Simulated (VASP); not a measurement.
Set up this calculation in VASP 6.6.1, as the native input.

* Task: single point
* Functional: LDA
* Potentials or basis: VASP PAW LDA potentials, release 64 (Ge_d)
* Cutoff: 520 eV
* k mesh: 7 × 7 × 7
* Occupations: fermi-dirac, width 0.05 eV
* Spin: no spin polarisation
* Dipole correction: no
* Further INCAR settings: ALGO = Normal; EDIFF = 1e-06; NBANDS = 36

The structure of Ge lies in POSCAR:

```
Ge
1.0
    0.0000000000      2.8857400000      5.1156650000
    2.6304970000      0.0000000000      5.1156650000
    2.6304970000      2.8857400000      0.0000000000
Ge
4
Direct
    0.7264900000      0.2735100000      0.7264900000
    0.2735100000      0.7264900000      0.2735100000
    0.2181330000      0.2181330000      0.7818670000
    0.7818670000      0.7818670000      0.2181330000
```

These files were run (other wordings do the same):

INCAR

```
SYSTEM = Ge
ALGO = Normal ; EDIFF = 1E-6
ENCUT = 520 ; ISIF = 2
ISMEAR = -1 ; LASPH = .True.
LCHARG = .False. ; LREAL = .False.
LWAVE = .False. ; NBANDS = 36
NELM = 80 ; PREC = Accurate
SIGMA = 0.05
```

KPOINTS

```
k-points
0
Gamma
  7 7 7
  0 0 0
```

Potentials or basis: VASP PAW LDA potentials, release 64 (Ge_d).

Command:

```bash
$ cat potpaw_LDA.64/Ge_d/POTCAR > POTCAR
$ mpirun -np 1 vasp_std > vasp.out
```

Results of the run:

| Item | Value |
| --- | --- |
| Pressure | -5.2 GPa |
| Largest force | 0.040 eV/Å |
| Band gap on the k mesh | zero (bands 28 and 29 overlap by 2.71 eV) |

Caveat: the cell stands under tension.

It took 3.3 min on 1 thread of AMD EPYC 7R13 Processor (Zen 3), with other jobs on the host, peak memory 0.24 GiB.
